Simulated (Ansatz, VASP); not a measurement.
**One calculation of Eu, two programs**

Contents of INCAR:

```
SYSTEM = Eu
  PREC = Accurate
  ENCUT = 520
  EDIFF = 1E-6
  ISMEAR = -1
  SIGMA = 0.05
  LREAL = .False.
  LASPH = .True.
  NELM = 150
  ALGO = Normal
  ISIF = 2
  LWAVE = .False.
  LCHARG = .False.
  ISPIN = 2
  MAGMOM = 7
  LORBIT = 11
  LMAXMIX = 6
  GGA = PE
  NBANDS = 18
```

KPOINTS

```
Automatic mesh
0
Gamma
  10 10 10
  0 0 0
```

The input POSCAR:

```
Eu
1.0
   -2.0051271453      2.0051271453      2.0051271453
    2.0051271453     -2.0051271453      2.0051271453
    2.0051271453      2.0051271453     -2.0051271453
Eu
1
Direct
    0.0000000000      0.0000000000      0.0000000000
```

Input for Ansatz:

```yaml
crystal:
  lattice:
    - [-2.0051271453, 2.0051271453, 2.0051271453]
    - [2.0051271453, -2.0051271453, 2.0051271453]
    - [2.0051271453, 2.0051271453, -2.0051271453]
  atoms:
    - { symbol: Eu, position: [0.0, 0.0, 0.0], spin: 7.0 }
magnetization:
  spin_polarized: true
kpoints:
  mp_grid: { grid: [10, 10, 10] }
scf:
  occupations: { method: fermi_dirac, width: 0.05 }
hamiltonian:
  xc: pbe
  pseudopotentials: { kind: all_electron, lapw: { basis_error: 0.0005 } }
output:
  forces: true
  stress: true
  eigenvalues: false
  populations: true
```

Change from the starting cell: volume scaled by 0.66, LAPW.

Alike in both runs: task single point; functional PBE; k mesh 10 × 10 × 10; occupations fermi-dirac, width 0.05 eV; collinear spin.

|  | VASP | Ansatz |
| --- | --- | --- |
| version | VASP 6.6.1 | Ansatz 0.2.0 |
| potentials or method | VASP PAW PBE potentials, release 64 (Eu), cutoff 520 eV | all-electron LAPW, scalar-relativistic |

Ansatz gave:

* pressure (GPa): 6.1
* net moment per atom (μB): 7.19
* size of the moment on the site where the two differ most (μB): 7.02

**Question.** What did VASP give for the same quantities?

**Answer.** Pressure (GPa): 5.7; net moment per atom (μB): 7.18; size of the moment on the site where the two differ most (μB): 6.63.

Site moments also hang on the region over which each program counts them. Ansatz ran all-electron here, and VASP with PAW potentials.

Neither program's run includes spin-orbit coupling.
